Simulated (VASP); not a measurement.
## Rh: single point with PBE

The system is Rh.

```
Rh
1.0
    -0.19151    1.91505    1.91505
     1.91505   -0.19151    1.91505
     1.72355    1.72355    0.00000
Rh
1
Direct
  0.00000 0.00000 0.00000
```

```
Program                : VASP 6.6.1
Task                   : single point
Functional             : PBE
Potentials or basis    : VASP PAW PBE potentials, release 64 (Rh_pv)
Cutoff                 : 520 eV
k mesh                 : 20 × 20 × 20
Occupations            : gaussian, width 0.15 eV
Spin                   : no spin polarisation
Dipole correction      : no
Further INCAR settings : ALGO = Fast; EDIFF = 1e-06; NBANDS = 14
```

```yaml
Pressure: 13.8 GPa
```

Stress tensor (GPa, compression positive):
```
20.90 36.58  0.00
36.58 20.90  0.00
 0.00  0.00 -0.46
```

Levels at points of the mesh, in eV from the Fermi level:
```
           k point  band 5  band 6  band 7  band 8  band 9  band 10
(0.00, 0.00, 0.00)   -3.98   -3.92   -1.59   -0.54   -0.47    15.64
(0.50, 0.00, 0.00)   -3.99   -1.66   -0.21   -0.03    1.03     7.27
(0.50, 0.50, 0.00)   -5.85    0.83    1.12    1.19    3.27     9.89
(0.00, 0.00, 0.50)   -4.17   -2.14    0.29    1.29    2.01    10.38
(0.50, 0.00, 0.50)   -5.81    0.11    0.81    1.57    3.65    12.57
```

Wall time 3.3 min on 1 thread of Intel(R) Xeon(R) Platinum 8488C (Sapphire Rapids), on a shared host, peak memory 0.3 GiB.
